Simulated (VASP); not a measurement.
# Ge8S in VASP: single point with PBEsol

Aim: the single point of Ge8S with PBEsol.

Everything below comes from runs of VASP 6.6.1. Logs are shortened: lines on timing, memory, paths and dates and some standing lists are left out, and cuts for length are marked.

**1. The cell of the first run**

The cell holds a slab with vacuum, 9 atoms: a = 4.013 Å, b = 5.676 Å, c = 25.020 Å, α = 90.00°, β = 90.00°, γ = 90.00°.

**2. Single point, PBEsol**

File INCAR:

```
SYSTEM = Ge8S
  ALGO = Normal
  DIPOL = 0.5 0.5 0.482
  EDIFF = 1E-6
  ENCUT = 520
  GGA = PS
  IDIPOL = 3
  ISIF = 2
  ISMEAR = 0
  LASPH = .True.
  LCHARG = .False.
  LDIPOL = .True.
  LREAL = .False.
  LWAVE = .False.
  NBANDS = 69
  NELM = 100
  PREC = Accurate
  SIGMA = 0.1
```

File KPOINTS:

```
k-points
0
Gamma
  7 5 1
  0 0 0
```

File POSCAR:

```
Ge8S
1.0
    4.0133694111      0.0000000000      0.0000000000
    0.0000000000      5.6757614520      0.0000000000
    0.0000000000      0.0000000000     25.0200541167
Ge S
8 1
Direct
    0.5000000000      0.0000000000      0.3397274826
    0.0000000000      0.2500000000      0.3397274826
    0.0000000000      0.5000000000      0.4199305348
    0.5000000000      0.7500000000      0.4199305348
    0.5000000000     -0.0029514290      0.5018102955
    0.0000000000      0.2488013781      0.4998760747
    0.0000000000      0.4441494625      0.5903992447
    0.5000000000      0.8340105871      0.5972149174
    0.0000000000      0.0838950952      0.6337924518
```

Potentials or basis: VASP PAW PBE potentials, release 64 (Ge_d, S).

On the command line:

```console
$ cat potpaw_PBE.64/Ge_d/POTCAR potpaw_PBE.64/S/POTCAR > POTCAR
$ mpirun -np 1 vasp_std > vasp.out
```

OUTCAR:

```text
SYSTEM = Ge8S
   EDIFF = 1E-6
   ENCUT = 520
   GGA = PS
   ISIF = 2
   ISMEAR = 0
   LASPH = .True.
   LREAL = .False.
   NELM = 100
   PREC = Accurate

 ion  position               nearest neighbor table
   1  0.500  0.000  0.340-   2 2.46   2 2.46   4 2.46
   2  0.000  0.250  0.340-   1 2.46   1 2.46   3 2.46
   3  0.000  0.500  0.420-   6 2.46   4 2.46   4 2.46   2 2.46
   4  0.500  0.750  0.420-   3 2.46   3 2.46   1 2.46   5 2.48
   5  0.500  0.997  0.502-   6 2.46   6 2.46   4 2.48   8 2.56
   6  0.000  0.249  0.500-   3 2.46   5 2.46   5 2.46   7 2.52
   7  0.000  0.444  0.590-   9 2.32   6 2.52
   8  0.500  0.834  0.597-   5 2.56   9 2.62   9 2.62
   9  0.000  0.084  0.634-   7 2.32   8 2.62   8 2.62

  LATTYP: Found a simple orthorhombic cell.
 ALAT       =     4.0133694111
 B/A-ratio  =     1.4142135624
 C/A-ratio  =     6.2341767113

  Lattice vectors:

 A1 = (   4.0133694111,   0.0000000000,   0.0000000000)
 A2 = (   0.0000000000,   5.6757614520,   0.0000000000)
 A3 = (   0.0000000000,   0.0000000000,  25.0200541167)

Analysis of symmetry for initial positions (statically):
=====================================================================
 Subroutine PRICEL returns:
 Original cell was already a primitive cell.

 Routine SETGRP: Setting up the symmetry group for a
 simple orthorhombic supercell.

 Subroutine GETGRP returns: Found  2 space group operations
 (whereof  2 operations were pure point group operations)
 out of a pool of  8 trial point group operations.

The static configuration has the point symmetry C_1h.

Analysis of symmetry for dynamics (positions and initial velocities):
=====================================================================
 Subroutine PRICEL returns:
 Original cell was already a primitive cell.

 Routine SETGRP: Setting up the symmetry group for a
 simple orthorhombic supercell.

 Subroutine GETGRP returns: Found  2 space group operations
 (whereof  2 operations were pure point group operations)
 out of a pool of  8 trial point group operations.

The dynamic configuration has the point symmetry C_1h.

 Subroutine INISYM returns: Found  2 space group operations
 (whereof  2 operations are pure point group operations),
 and found     1 'primitive' translations

----------------------------------------------------------------------------------------

                                     Primitive cell

  volume of cell :     569.9300

  direct lattice vectors                    reciprocal lattice vectors
     4.013369411  0.000000000  0.000000000     0.249167195  0.000000000  0.000000000
     0.000000000  5.675761452  0.000000000     0.000000000  0.176187813  0.000000000
     0.000000000  0.000000000 25.020054117     0.000000000  0.000000000  0.039967939

  length of vectors
     4.013369411  5.675761452 25.020054117     0.249167195  0.176187813  0.039967939

  position of ions in fractional coordinates (direct lattice)
     0.500000000  0.000000000  0.339727483
     0.000000000  0.250000000  0.339727483
     0.000000000  0.500000000  0.419930535
     0.500000000  0.750000000  0.419930535
     0.500000000  0.997048571  0.501810296
     0.000000000  0.248801378  0.499876075
     0.000000000  0.444149463  0.590399245
     0.500000000  0.834010587  0.597214917
     0.000000000  0.083895095  0.633792452

  ion indices of the primitive-cell ions
   primitive index   ion index
                 1           1
                 2           2
                 3           3
                 4           4
                 5           5
                 6           6
                 7           7
                 8           8
                 9           9

----------------------------------------------------------------------------------------

 KPOINTS: k-points

Automatic generation of k-mesh.
 Grid dimensions read from file:
 generate k-points for:    7    5    1

 Generating k-lattice:

  Cartesian coordinates                     Fractional coordinates (reciprocal lattice)
     0.035595314  0.000000000  0.000000000     0.142857143  0.000000000  0.000000000
     0.000000000  0.035237563  0.000000000     0.000000000  0.200000000  0.000000000
     0.000000000  0.000000000  0.039967939     0.000000000  0.000000000  1.000000000

  Length of vectors
     0.035595314  0.035237563  0.039967939

  Shift w.r.t. Gamma in fractional coordinates (k-lattice)
     0.000000000  0.000000000  0.000000000

 Subroutine IBZKPT returns following result:
 ===========================================

 Found     12 irreducible k-points:

 Following reciprocal coordinates:
            Coordinates               Weight
  0.000000  0.000000  0.000000      1.000000
  0.142857  0.000000  0.000000      2.000000
  0.285714  0.000000  0.000000      2.000000
  0.428571  0.000000  0.000000      2.000000
  0.000000  0.200000  0.000000      2.000000
  0.142857  0.200000  0.000000      4.000000
  0.285714  0.200000  0.000000      4.000000
  0.428571  0.200000  0.000000      4.000000
  0.000000  0.400000  0.000000      2.000000
  0.142857  0.400000  0.000000      4.000000
  0.285714  0.400000  0.000000      4.000000
  0.428571  0.400000  0.000000      4.000000
   k-points           NKPTS =     12   k-points in BZ     NKDIM =     12   number of bands    NBANDS=     69
   number of dos      NEDOS =    301   number of ions     NIONS =      9
   total plane-waves  NPLWV = 241920
   dimension x,y,z NGX =    30 NGY =   42 NGZ =  192
   dimension x,y,z NGXF=    60 NGYF=   84 NGZF=  384
   ions per type =               8   1
   NGX,Y,Z   is equivalent  to a cutoff of  12.43, 12.30, 12.76 a.u.
   NGXF,Y,Z  is equivalent  to a cutoff of  24.85, 24.60, 25.51 a.u.
 SYSTEM =  Ge8S
   PREC   = accura    normal or accurate (medium, high low for compatibility)
   ISTART =      0    job   : 0-new  1-cont  2-samecut
   ICHARG =      2    charge: 1-file 2-atom 10-const
   ISPIN  =      1    spin polarized calculation?
   LNONCOLLINEAR =      F non collinear calculations
   LSORBIT =      F    spin-orbit coupling
   LASPH  =      T    aspherical Exc in radial PAW
   ENCUT  =  520.0 eV  38.22 Ry    6.18 a.u.   7.46 10.55 46.52*2*pi/ulx,y,z
   NELM   =    100;   NELMIN=  2; NELMDL= -5     # of ELM steps
   EDIFF  = 0.1E-05   stopping-criterion for ELM
   LREAL  =      F    real-space projection
   EDIFFG = 0.1E-04   stopping-criterion for IOM
   NSW    =      0    number of steps for IOM
   IBRION =     -1    ionic relax: 0-MD 1-quasi-New 2-CG
   NFREE  =      0    steps in history (QN), initial steepest desc. (CG)
   ISIF   =      2    stress and relaxation
   ISYM   =      2    0-nonsym 1-usesym 2-fastsym
   POTIM  = 0.5000    time-step for ionic-motion
   TEBEG  =    0.0;   TEEND  =   0.0 temperature during run
   PSTRESS=    0.0 pullay stress
   NELECT =     118.0000    total number of electrons
   NUPDOWN=      -1.0000    fix difference up-down
   EMIN   =  10.00;   EMAX   =-10.00  energy-range for DOS
   EFERMI =   0.00;   METHOD = LEGACY
   ISMEAR =     0;   SIGMA  =   0.10  broadening in eV -4-tet -1-fermi 0-gaus
   EFERMI_NEDOS =   21; number of points for ismear=-14 and -15
   IALGO  =     38    algorithm
   IMIX   =      4    mixing-type and parameters
     AMIX     =   0.40;   BMIX     =  1.00
     AMIX_MAG =   1.60;   BMIX_MAG =  1.00
  volume/ion in A,a.u.               =      63.33       427.34
  Fermi-wavevector in a.u.,A,eV,Ry     =   0.968490  1.830180 12.761887  0.937972
  Thomas-Fermi vector in A             =   2.098463
   LORBIT       =      0    0 simple, 1 ext, 2 COOP (PROOUT), +10 PAW based schemes
   GGA     = PS    functional components
   LHFCALC =     F    Hartree Fock is set to
   AEXX    =    0.0000 exact exchange contribution
   IVDW    =     0    specifies the selected vdW correction
   LEPSILON=     F    determine dielectric tensor
   LRPA    =     F    only Hartree local field effects (RPA)
 non-spin polarized calculation
 Gauss-broadening in eV      SIGMA  =   0.10
  energy-cutoff  :      520.00
  volume of cell :      569.93
 maximum number of plane-waves:     15403
 NGX is ok and might be reduce to    30
   NGX = 15   NGY = 21   NGZ = 93

 dipolmoment           0.000000      0.000000     -0.135524 electrons x Angstroem

 number of electron     117.9999845 magnetization

 dipolmoment           0.000000      0.000000      0.038758 electrons x Angstroem

 Free energy of the ion-electron system (eV)
  ---------------------------------------------------
  ext. energy  EPLUGINS =         0.00000000
  ---------------------------------------------------
  free energy    TOTEN  =       -41.06191659 eV

  energy without entropy =      -41.02257648  energy(sigma->0) =      -41.04224653

 E-fermi :  -1.5863     XC(G=0):  -4.2178

 val. band max:       -1.5904549178   @ k =   0.1429   0.0000   0.0000
 cond. band min:      -1.5712877868   @ k =   0.0000   0.0000   0.0000
 fundamental gap:      0.0191671310
 Fermi energy:        -1.5863216131

 k-point     1 :       0.0000    0.0000    0.0000
  band No.  band energies     occupation
      1     -26.3018      2.00000
      2     -26.2932      2.00000
      3     -26.2395      2.00000
      4     -26.2367      2.00000
      5     -26.2272      2.00000
      6     -26.1679      2.00000
[... 61 lines left out ...]
     68       2.1345      0.00000
     69       2.2482      0.00000

 k-point     2 :       0.1429    0.0000    0.0000
  band No.  band energies     occupation
      1     -26.3017      2.00000
      2     -26.2920      2.00000
      3     -26.2396      2.00000
      4     -26.2367      2.00000
      5     -26.2270      2.00000
      6     -26.1674      2.00000
[... 61 lines left out ...]
     68       2.1576      0.00000
     69       2.4102      0.00000

 k-point     3 :       0.2857    0.0000    0.0000
  band No.  band energies     occupation
      1     -26.3013      2.00000
      2     -26.2895      2.00000
      3     -26.2396      2.00000
      4     -26.2367      2.00000
      5     -26.2265      2.00000
      6     -26.1664      2.00000
[... 637 lines left out ...]
     68       2.7359      0.00000
     69       2.9951      0.00000

 k-point    12 :       0.4286    0.4000    0.0000
  band No.  band energies     occupation
      1     -26.3016      2.00000
      2     -26.2874      2.00000
      3     -26.2403      2.00000
      4     -26.2370      2.00000
      5     -26.2263      2.00000
      6     -26.1658      2.00000
[... 61 lines left out ...]
     68       2.6258      0.00000
     69       2.9721      0.00000

------------------------ aborting loop because EDIFF is reached ----------------------------------------

 vacuum level on the upper side and lower side of the slab       (xc-potential included)         0.007        -0.286

  FORCE on cell =-STRESS in cart. coord.  units (eV):
  Direction    XX          YY          ZZ          XY          YZ          ZX
  --------------------------------------------------------------------------------------
  -------------------------------------------------------------------------------------
  Total       -4.6323991     -4.7033646      0.1044849      0.0000000      0.0928109      0.0000000
  in kB      -13.0225200    -13.2220171      0.2937263      0.0000000      0.2609083      0.0000000
  external PRESSURE =      -8.6502703 kB  Pullay stress =       0.0000000 kB

 VOLUME and BASIS-vectors are now :
 -----------------------------------------------------------------------------
  energy-cutoff  :      520.00
  volume of cell :      569.93
      direct lattice vectors                 reciprocal lattice vectors
     4.013369411  0.000000000  0.000000000     0.249167195  0.000000000  0.000000000
     0.000000000  5.675761452  0.000000000     0.000000000  0.176187813  0.000000000
     0.000000000  0.000000000 25.020054117     0.000000000  0.000000000  0.039967939

 POSITION                                       TOTAL-FORCE (eV/Angst)
 -----------------------------------------------------------------------------------
      2.00668      0.00000      8.50000         0.000000      0.279725     -0.137488
      0.00000      1.41894      8.50000         0.000000     -0.316023      0.058757
      0.00000      2.83788     10.50668         0.000000     -0.080080     -0.079970
      2.00668      4.25682     10.50668         0.000000      0.116306      0.153664
      2.00668      5.65901     12.55532         0.000000     -0.000667     -0.002493
      0.00000      1.41214     12.50693         0.000000     -0.002505      0.001833
      0.00000      2.52089     14.77182         0.000000     -0.008270      0.007727
      2.00668      4.73365     14.94235         0.000000     -0.005987     -0.003014
      0.00000      0.47617     15.85752         0.000000      0.017501      0.000984
 -----------------------------------------------------------------------------------
    total drift:                                0.000000     -0.000307     -0.003618

  FREE ENERGIE OF THE ION-ELECTRON SYSTEM (eV)
  ---------------------------------------------------
  free  energy   TOTEN  =       -41.0619165859 eV

  energy  without entropy=      -41.0225764770  energy(sigma->0) =      -41.04224653

 vacuum level on the upper side and lower side of the slab         3.394         3.097
```

It used 2200 s of CPU time on 1 thread of AMD EPYC 7R13 Processor (Zen 3) (shared host).

Results:

- Free energy: -41.0619 eV
- Largest force: 0.321 eV/Å
- Band gap on the k mesh: zero (band 59 reaches -1.36 eV, above the bottom of band 60 at -1.77 eV)

Forces in eV/Å, atoms in the order of the input:
```
Ge   0.000  0.280 -0.137
Ge   0.000 -0.316  0.059
Ge   0.000 -0.080 -0.080
Ge   0.000  0.116  0.154
Ge   0.000 -0.001 -0.002
Ge   0.000 -0.003  0.002
Ge   0.000 -0.008  0.008
Ge   0.000 -0.006 -0.003
S    0.000  0.018  0.001
```

Levels at points of the mesh, in eV from the Fermi level:
```
           k point  band 57  band 58  band 59  band 60  band 61  band 62
(0.00, 0.00, 0.00)    -0.85     0.02     0.08     0.84     1.48     1.76
```

Caveat: the PAW data sets were made with another functional, which shifts forces and pressure a little.
